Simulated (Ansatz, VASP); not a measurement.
## Two plane-wave programs on YAl3N4

```
CELL_PARAMETERS angstrom
4.81668 0.00000 0.00000
0.00000 4.81668 0.00000
0.00000 0.00000 4.81668
ATOMIC_POSITIONS crystal
Y 0.50000 0.50000 0.50000
Al 0.00000 0.00000 0.50000
Al 0.50000 0.00000 0.00000
Al 0.00000 0.50000 0.00000
N 0.50000 0.50000 0.00000
N 0.00000 0.50000 0.50000
N 0.50000 0.00000 0.50000
N 0.00000 0.00000 0.00000
```

Alike in both runs: task single point; functional PBE; k mesh 4 × 4 × 4; occupations gaussian, width 0.1 eV; collinear spin.

|  | VASP | Ansatz |
| --- | --- | --- |
| version | VASP 6.6.1 | Ansatz 0.2.0 |
| potentials or method | VASP PAW PBE potentials, release 64 (Y_sv, Al, N), cutoff 520 eV | scalar-relativistic, plane waves, PAW |
| valence electrons in the cell | 40 | 40 |

|  | VASP | Ansatz | Ansatz less VASP |
| --- | --- | --- | --- |
| gap on the k mesh at the Fermi level (eV) | none | none | - |
| net moment per atom (μB) | 0.00 | 0.00 | 0.000 |

A gap of «none» marks a metal or a gap that the smearing closes. Ansatz's warnings: seeded moment not kept.
